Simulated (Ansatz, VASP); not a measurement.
# One calculation of InP, two programs

The input INCAR:

```
SYSTEM = InP
PREC = Accurate
ENCUT = 520
EDIFF = 1E-6
ISMEAR = 0
SIGMA = 0.01
LREAL = .FALSE.
LASPH = .TRUE.
NELM = 60
ALGO = Normal
ISIF = 2
LWAVE = .FALSE.
LCHARG = .TRUE.
GGA = PE
LELF = .TRUE.
LVHAR = .TRUE.
NBANDS = 16
```

KPOINTS

```
Automatic mesh
0
G
  6 6 6
  0 0 0
```

Contents of POSCAR:

```
InP
1.0
    0.0000000000      2.9042160729      2.9042160729
    2.9042160729      0.0000000000      2.9042160729
    2.9042160729      2.9042160729      0.0000000000
In P
1 1
Direct
    0.0000000000      0.0000000000      0.0000000000
    0.2500000000      0.2500000000      0.2500000000
```

Input for Ansatz:

```yaml
crystal:
  lattice:
    - [0.0, 2.9042160729246773, 2.9042160729246773]
    - [2.9042160729246773, 0.0, 2.9042160729246773]
    - [2.9042160729246773, 2.9042160729246773, 0.0]
  atoms:
    - { symbol: In, position: [0.0, 0.0, 0.0] }
    - { symbol: P, position: [0.25, 0.25, 0.25] }
basis:
  ecutwfc: 500.0
kpoints:
  mp_grid:
    grid: [6, 6, 6]
hamiltonian:
  xc: pbe
  pseudopotentials:
    kind: paw
scf:
  convergence:
    dr2_threshold: 1.0e-09
  occupations:
    method: fixed
output:
  stress: true
```

Alike in both runs: task single point; functional PBE; k mesh 6 × 6 × 6; no spin polarisation.

|  | VASP | Ansatz |
| --- | --- | --- |
| version | VASP 6.6.1 | Ansatz 0.2.0 |
| potentials or method | VASP PAW PBE potentials, release 64 (In_d, P), cutoff 520 eV | plane waves, PAW |
| occupations | gaussian, width 0.01 eV | fixed |
| valence electrons in the cell | 18 | 18 |

```csv
,VASP,Ansatz,Ansatz less VASP
pressure (GPa),5.4,5.5,+0.07
```

Ansatz's warnings: stress scf threshold loose.
